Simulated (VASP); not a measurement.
# LiSi2N2 (Pmmm) in VASP: a series of runs

LiSi2N2 is run at these levels: PBE; tasks: single point, relaxation of cell and atoms.

Everything below comes from runs of VASP 6.6.1. Logs are shortened: lines on timing, memory, paths and dates and some standing lists are left out, and cuts for length are marked.

## Step 1: The cell of the first run

It takes space group Pmmm (No. 47, orthorhombic). The conventional cell has a = 2.904 Å, b = 4.478 Å, c = 4.857 Å, α = 90.00°, β = 90.00°, γ = 90.00°. Li (site symmetry mmm) has 2 N at 1.70 Å within 2.3 Å. Si (site symmetry mm2) has 1 Si at 1.56 Å and 2 N at 1.74 Å within 2.1 Å. N (site symmetry m2m) has 1 N at 1.08 Å within 1.5 Å.

## Step 2: Single point, PBE

Input file INCAR:

```
SYSTEM = LiSi2N2
  PREC = Accurate
  ENCUT = 520
  EDIFF = 1E-7
  ISMEAR = 0
  SIGMA = 0.1
  LREAL = .False.
  LASPH = .True.
  NELM = 60
  ALGO = Normal
  ISIF = 2
  LWAVE = .False.
  LCHARG = .True.
  GGA = PE
  LELF = .True.
  LVHAR = .True.
  NBANDS = 18
```

Input file KPOINTS:

```
Automatic mesh
0
Gamma
  6 4 4
  0 0 0
```

Input file POSCAR:

```
LiSi2N2
1.0
    2.9038137500      0.0000000000      0.0000000000
    0.0000000000      4.4776308100      0.0000000000
    0.0000000000      0.0000000000      4.8566685400
Li Si N
1 2 2
Direct
    0.0000000000      0.5000000000      0.5000000000
    0.0000000000      0.0000000000      0.8397741300
    0.0000000000      0.0000000000      0.1602258700
    0.0000000000      0.1203412400      0.5000000000
    0.0000000000      0.8796587600      0.5000000000
```

Potentials or basis: VASP PAW PBE potentials, release 64 (Li_sv, Si, N).

Started as:

```
$ cat potpaw_PBE.64/Li_sv/POTCAR potpaw_PBE.64/Si/POTCAR potpaw_PBE.64/N/POTCAR > POTCAR
$ mpirun -np 1 vasp_std > vasp.out
```

OUTCAR:

```text
SYSTEM = LiSi2N2
   PREC = Accurate
   ENCUT = 520
   EDIFF = 1E-7
   ISMEAR = 0
   LREAL = .False.
   LASPH = .True.
   NELM = 60
   ISIF = 2
   GGA = PE

 ion  position               nearest neighbor table
   1  0.000  0.500  0.500-   4 1.70   5 1.70   2 2.78   3 2.78   2 2.78   3 2.78
   2  0.000  0.000  0.840-   3 1.56   4 1.74   5 1.74   1 2.78   1 2.78
   3  0.000  0.000  0.160-   2 1.56   4 1.74   5 1.74   1 2.78   1 2.78
   4  0.000  0.120  0.500-   5 1.08   1 1.70   3 1.74   2 1.74
   5  0.000  0.880  0.500-   4 1.08   1 1.70   3 1.74   2 1.74

 -----------------------------------------------------------------------------
|                                                                             |
|           W    W    AA    RRRRR   N    N  II  N    N   GGGG   !!!           |
|           W    W   A  A   R    R  NN   N  II  NN   N  G    G  !!!           |
|           W    W  A    A  R    R  N N  N  II  N N  N  G       !!!           |
|           W WW W  AAAAAA  RRRRR   N  N N  II  N  N N  G  GGG   !            |
|           WW  WW  A    A  R   R   N   NN  II  N   NN  G    G                |
|           W    W  A    A  R    R  N    N  II  N    N   GGGG   !!!           |
|                                                                             |
|     The distance between some ions is very small. Please check the          |
|     nearest-neighbor list in the OUTCAR file.                               |
|     I HOPE YOU KNOW WHAT YOU ARE DOING!                                     |
|                                                                             |
 -----------------------------------------------------------------------------

  LATTYP: Found a simple orthorhombic cell.
 ALAT       =     2.9038137500
 B/A-ratio  =     1.5419827838
 C/A-ratio  =     1.6725137898

  Lattice vectors:

 A1 = (   2.9038137500,   0.0000000000,   0.0000000000)
 A2 = (   0.0000000000,   4.4776308100,   0.0000000000)
 A3 = (   0.0000000000,   0.0000000000,   4.8566685400)

Analysis of symmetry for initial positions (statically):
=====================================================================
 Subroutine PRICEL returns:
 Original cell was already a primitive cell.

 Routine SETGRP: Setting up the symmetry group for a
 simple orthorhombic supercell.

 Subroutine GETGRP returns: Found  8 space group operations
 (whereof  8 operations were pure point group operations)
 out of a pool of  8 trial point group operations.

The static configuration has the point symmetry D_2h.

Analysis of symmetry for dynamics (positions and initial velocities):
=====================================================================
 Subroutine PRICEL returns:
 Original cell was already a primitive cell.

 Routine SETGRP: Setting up the symmetry group for a
 simple orthorhombic supercell.

 Subroutine GETGRP returns: Found  8 space group operations
 (whereof  8 operations were pure point group operations)
 out of a pool of  8 trial point group operations.

The dynamic configuration has the point symmetry D_2h.

 Subroutine INISYM returns: Found  8 space group operations
 (whereof  8 operations are pure point group operations),
 and found     1 'primitive' translations

----------------------------------------------------------------------------------------

                                     Primitive cell

  volume of cell :      63.1474

  direct lattice vectors                    reciprocal lattice vectors
     2.903813750  0.000000000  0.000000000     0.344374704  0.000000000  0.000000000
     0.000000000  4.477630810  0.000000000     0.000000000  0.223332392  0.000000000
     0.000000000  0.000000000  4.856668540     0.000000000  0.000000000  0.205902460

  length of vectors
     2.903813750  4.477630810  4.856668540     0.344374704  0.223332392  0.205902460

  position of ions in fractional coordinates (direct lattice)
     0.000000000  0.500000000  0.500000000
     0.000000000  0.000000000  0.839774130
     0.000000000  0.000000000  0.160225870
     0.000000000  0.120341240  0.500000000
     0.000000000  0.879658760  0.500000000

  ion indices of the primitive-cell ions
   primitive index   ion index
                 1           1
                 2           2
                 3           3
                 4           4
                 5           5

----------------------------------------------------------------------------------------

 KPOINTS: Automatic mesh

Automatic generation of k-mesh.
 Grid dimensions read from file:
 generate k-points for:    6    4    4

 Generating k-lattice:

  Cartesian coordinates                     Fractional coordinates (reciprocal lattice)
     0.057395784  0.000000000  0.000000000     0.166666667  0.000000000  0.000000000
     0.000000000  0.055833098  0.000000000     0.000000000  0.250000000  0.000000000
     0.000000000  0.000000000  0.051475615     0.000000000  0.000000000  0.250000000

  Length of vectors
     0.057395784  0.055833098  0.051475615

  Shift w.r.t. Gamma in fractional coordinates (k-lattice)
     0.000000000  0.000000000  0.000000000

 Subroutine IBZKPT returns following result:
 ===========================================

 Found     36 irreducible k-points:

 Following reciprocal coordinates:
            Coordinates               Weight
  0.000000  0.000000  0.000000      1.000000
  0.166667  0.000000  0.000000      2.000000
  0.333333  0.000000  0.000000      2.000000
  0.500000  0.000000  0.000000      1.000000
  0.000000  0.250000  0.000000      2.000000
  0.166667  0.250000  0.000000      4.000000
[... 16 lines left out ...]
  0.333333  0.500000  0.250000      4.000000
  0.500000  0.500000  0.250000      2.000000
 [... further k-points ...]
   k-points           NKPTS =     36   k-points in BZ     NKDIM =     36   number of bands    NBANDS=     18
   number of dos      NEDOS =    301   number of ions     NIONS =      5
   total plane-waves  NPLWV =  31104
   dimension x,y,z NGX =    24 NGY =   36 NGZ =   36
   dimension x,y,z NGXF=    48 NGYF=   72 NGZF=   72
   ions per type =               1   2   2
   NGX,Y,Z   is equivalent  to a cutoff of  13.74, 13.37, 12.32 a.u.
   NGXF,Y,Z  is equivalent  to a cutoff of  27.48, 26.73, 24.65 a.u.
 SYSTEM =  LiSi2N2
   PREC   = accura    normal or accurate (medium, high low for compatibility)
   ISTART =      0    job   : 0-new  1-cont  2-samecut
   ICHARG =      2    charge: 1-file 2-atom 10-const
   ISPIN  =      1    spin polarized calculation?
   LNONCOLLINEAR =      F non collinear calculations
   LSORBIT =      F    spin-orbit coupling
   LASPH  =      T    aspherical Exc in radial PAW
   ENCUT  =  520.0 eV  38.22 Ry    6.18 a.u.   5.40  8.33  9.03*2*pi/ulx,y,z
   NELM   =     60;   NELMIN=  2; NELMDL= -5     # of ELM steps
   EDIFF  = 0.1E-06   stopping-criterion for ELM
   LREAL  =      F    real-space projection
   EDIFFG = 0.1E-05   stopping-criterion for IOM
   NSW    =      0    number of steps for IOM
   IBRION =     -1    ionic relax: 0-MD 1-quasi-New 2-CG
   NFREE  =      0    steps in history (QN), initial steepest desc. (CG)
   ISIF   =      2    stress and relaxation
   ISYM   =      2    0-nonsym 1-usesym 2-fastsym
   POTIM  = 0.5000    time-step for ionic-motion
   TEBEG  =    0.0;   TEEND  =   0.0 temperature during run
   PSTRESS=    0.0 pullay stress
   NELECT =      21.0000    total number of electrons
   NUPDOWN=      -1.0000    fix difference up-down
   EMIN   =  10.00;   EMAX   =-10.00  energy-range for DOS
   EFERMI =   0.00;   METHOD = LEGACY
   ISMEAR =     0;   SIGMA  =   0.10  broadening in eV -4-tet -1-fermi 0-gaus
   EFERMI_NEDOS =   21; number of points for ismear=-14 and -15
   IALGO  =     38    algorithm
   IMIX   =      4    mixing-type and parameters
     AMIX     =   0.40;   BMIX     =  1.00
     AMIX_MAG =   1.60;   BMIX_MAG =  1.00
  volume/ion in A,a.u.               =      12.63        85.23
  Fermi-wavevector in a.u.,A,eV,Ry     =   1.134217  2.143359 17.503186  1.286448
  Thomas-Fermi vector in A             =   2.270921
   LORBIT       =      0    0 simple, 1 ext, 2 COOP (PROOUT), +10 PAW based schemes
   GGA     = PE    functional components
   LHFCALC =     F    Hartree Fock is set to
   AEXX    =    0.0000 exact exchange contribution
   IVDW    =     0    specifies the selected vdW correction
   LEPSILON=     F    determine dielectric tensor
   LRPA    =     F    only Hartree local field effects (RPA)
 non-spin polarized calculation
 Gauss-broadening in eV      SIGMA  =   0.10
  energy-cutoff  :      520.00
  volume of cell :       63.15
 maximum number of plane-waves:      1721
 NGX is ok and might be reduce to    24
   NGX = 11   NGY = 17   NGZ = 19

 number of electron      20.9999996 magnetization

 Free energy of the ion-electron system (eV)
  ---------------------------------------------------
  ext. energy  EPLUGINS =         0.00000000
  ---------------------------------------------------
  free energy    TOTEN  =       -12.88573326 eV

  energy without entropy =      -12.87624641  energy(sigma->0) =      -12.88098983

 E-fermi :   6.0975     XC(G=0):  -9.4752

 val. band max:        6.0619346110   @ k =   0.1667   0.2500   0.0000
 cond. band min:       6.1254945492   @ k =   0.1667   0.5000   0.5000
 fundamental gap:      0.0635599382
 Fermi energy:         6.0975337253

 k-point     1 :       0.0000    0.0000    0.0000
  band No.  band energies     occupation
      1     -40.6381      2.00000
      2     -22.2504      2.00000
      3      -8.5946      2.00000
      4      -6.8476      2.00000
      5      -5.6823      2.00000
      6      -3.2993      2.00000
[... 10 lines left out ...]
     17      13.3954      0.00000
     18      14.9963      0.00000

 k-point     2 :       0.1667    0.0000    0.0000
  band No.  band energies     occupation
      1     -40.6353      2.00000
      2     -22.1896      2.00000
      3      -8.4750      2.00000
      4      -6.7086      2.00000
      5      -5.4794      2.00000
      6      -3.7850      2.00000
[... 10 lines left out ...]
     17      13.1895      0.00000
     18      15.0693      0.00000

 k-point     3 :       0.3333    0.0000    0.0000
  band No.  band energies     occupation
      1     -40.6298      2.00000
      2     -22.0648      2.00000
      3      -8.2216      2.00000
      4      -6.4080      2.00000
      5      -5.4734      2.00000
      6      -3.9736      2.00000
[... 10 lines left out ...]
     17      13.4386      0.00000
     18      14.0220      0.00000

 k-point     4 :       0.5000    0.0000    0.0000
  band No.  band energies     occupation
      1     -40.6270      2.00000
      2     -22.0004      2.00000
      3      -8.0869      2.00000
      4      -6.2439      2.00000
      5      -5.7324      2.00000
      6      -3.6394      2.00000
[... 10 lines left out ...]
     17      13.4710      0.00000
     18      15.1618      0.00000

 k-point     5 :       0.0000    0.2500    0.0000
  band No.  band energies     occupation
      1     -40.6378      2.00000
      2     -22.2565      2.00000
      3      -8.5730      2.00000
      4      -6.7218      2.00000
      5      -5.6264      2.00000
      6      -3.2854      2.00000
[... 10 lines left out ...]
     17      13.4401      0.00000
     18      15.3985      0.00000

 k-point     6 :       0.1667    0.2500    0.0000
  band No.  band energies     occupation
      1     -40.6350      2.00000
      2     -22.1957      2.00000
      3      -8.4546      2.00000
      4      -6.5736      2.00000
      5      -5.4300      2.00000
      6      -3.7611      2.00000
[... 307 lines left out ...]
 k-point    21 :       0.0000    0.5000    0.2500
  band No.  band energies     occupation
      1     -40.6375      2.00000
      2     -22.2547      2.00000
      3      -8.9223      2.00000
      4      -6.5507      2.00000
      5      -4.7879      2.00000
      6      -3.2668      2.00000
[... 10 lines left out ...]
     17      14.6073      0.00000
     18      14.7803      0.00000

 k-point    22 :       0.1667    0.5000    0.2500
  band No.  band energies     occupation
      1     -40.6348      2.00000
      2     -22.1944      2.00000
      3      -8.7668      2.00000
      4      -6.3941      2.00000
      5      -4.7642      2.00000
      6      -3.6419      2.00000
[... 10 lines left out ...]
     17      14.2927      0.00000
     18      14.9669      0.00000

 k-point    23 :       0.3333    0.5000    0.2500
  band No.  band energies     occupation
      1     -40.6293      2.00000
      2     -22.0703      2.00000
      3      -8.4355      2.00000
      4      -6.0470      2.00000
      5      -5.2438      2.00000
      6      -3.5504      2.00000
[... 10 lines left out ...]
     17      13.5233      0.00000
     18      14.8179      0.00000

 k-point    24 :       0.5000    0.5000    0.2500
  band No.  band energies     occupation
      1     -40.6265      2.00000
      2     -22.0064      2.00000
      3      -8.2583      2.00000
      4      -5.8521      2.00000
      5      -5.5954      2.00000
      6      -3.3232      2.00000
[... 10 lines left out ...]
     17      13.8132      0.00000
     18      13.9240      0.00000

 [... further k-points ...]
[... 5 lines left out ...]
  --------------------------------------------------------------------------------------
  -------------------------------------------------------------------------------------
  Total       -1.3981395     39.7967093     73.0230983      0.0000000      0.0000000      0.0000000
  in kB      -35.4736269   1009.7229822   1852.7436525      0.0000000      0.0000000      0.0000000
  external PRESSURE =     942.3310026 kB  Pullay stress =       0.0000000 kB

 VOLUME and BASIS-vectors are now :
 -----------------------------------------------------------------------------
  energy-cutoff  :      520.00
  volume of cell :       63.15
      direct lattice vectors                 reciprocal lattice vectors
     2.903813750  0.000000000  0.000000000     0.344374704  0.000000000  0.000000000
     0.000000000  4.477630810  0.000000000     0.000000000  0.223332392  0.000000000
     0.000000000  0.000000000  4.856668540     0.000000000  0.000000000  0.205902460

 POSITION                                       TOTAL-FORCE (eV/Angst)
 -----------------------------------------------------------------------------------
      0.00000      2.23882      2.42833        -0.000000      0.000000      0.000000
      0.00000      0.00000      4.07850        -0.000000      0.000000    -27.123994
      0.00000      0.00000      0.77816        -0.000000     -0.000000     27.123994
      0.00000      0.53884      2.42833        -0.000000     30.233481      0.000000
      0.00000      3.93879      2.42833         0.000000    -30.233481      0.000000
 -----------------------------------------------------------------------------------
    total drift:                               -0.000000      0.000000      0.000000

  FREE ENERGIE OF THE ION-ELECTRON SYSTEM (eV)
  ---------------------------------------------------
  free  energy   TOTEN  =       -12.8857332564 eV

  energy  without entropy=      -12.8762464090  energy(sigma->0) =      -12.88098983
```

It took 22 s on 1 thread of AMD EPYC 9R45 (Zen 5), shared host; peak memory 0.16 GiB.

What came out:

| Property | Result |
| --- | --- |
| Free energy | -12.8857 eV |
| Largest force | 30.233 eV/Å |

Forces in eV/Å, atoms in the order of the input:
```
Li    0.000   0.000   0.000
Si    0.000   0.000 -27.124
Si    0.000   0.000  27.124
N     0.000  30.233   0.000
N     0.000 -30.233   0.000
```

Caveat: the k points lie up to 0.36 Å⁻¹ apart; the cutoff is under 1.25 times the usual one of these potentials, so pressure, stress and relaxed cells hold a basis-set (Pulay) error; the standard files for N, O and F lose accuracy on very short bonds; forces of over 1 eV/Å act on the atoms, so gaps and moduli don't describe the material at rest.

[end of part 1 of 2]
